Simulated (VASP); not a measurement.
Write the native input for VASP 6.6.1 that does the following.

```
Task                   : single point
Functional             : PBEsol
Potentials or basis    : VASP PAW PBE potentials, release 64 (B, N)
Cutoff                 : 520 eV
k mesh                 : 12 × 12 × 6
Occupations            : gaussian, width 0.05 eV
Spin                   : no spin polarisation
Dipole correction      : no
Further INCAR settings : ALGO = Normal; EDIFF = 1e-06; NBANDS = 16
```

The structure of BN lies in POSCAR:

```
BN
1.0
    2.4517820176      0.0000000000      0.0000000000
   -1.2258910088      2.1233055118      0.0000000000
    0.0000000000      0.0000000000      4.0577808000
B N
2 2
Direct
    0.6666666667      0.3333333333      0.9997240000
    0.3333333333      0.6666666667      0.4997240000
    0.6666666667      0.3333333333      0.6252760000
    0.3333333333      0.6666666667      0.1252760000
```

This cell differs from its parent crystal: strain -0.040 along x and y, -0.040 along z.

The input as run:

INCAR

```
SYSTEM = BN
ALGO = Normal ; EDIFF = 1E-6
ENCUT = 520 ; GGA = PS
ISIF = 2 ; ISMEAR = 0
LASPH = .True. ; LCHARG = .False.
LREAL = .False. ; LWAVE = .False.
NBANDS = 16 ; NELM = 100
PREC = Accurate ; SIGMA = 0.05
```

KPOINTS

```
k-points
0
Gamma
  12 12 6
  0 0 0
```

Potentials or basis: VASP PAW PBE potentials, release 64 (B, N).

Run with:

```console
$ cat potpaw_PBE.64/B/POTCAR potpaw_PBE.64/N/POTCAR > POTCAR
$ mpirun -np 1 vasp_std > vasp.out
```

Results of the run:

The pressure is 51.1 GPa, the largest force is 0.095 eV/Å and the band gap on the k mesh is 4.73 eV, indirect (least direct gap 8.72 eV).

Caveat: the cell differs from its parent crystal (strain -0.040 along x and y, -0.040 along z); the PAW data sets were made with another functional, which shifts forces and pressure a little.

Wall time 20 s on 1 thread of AMD EPYC 7R43 64-Core Processor (Zen 3), with other jobs on the host, peak memory 0.1 GiB.
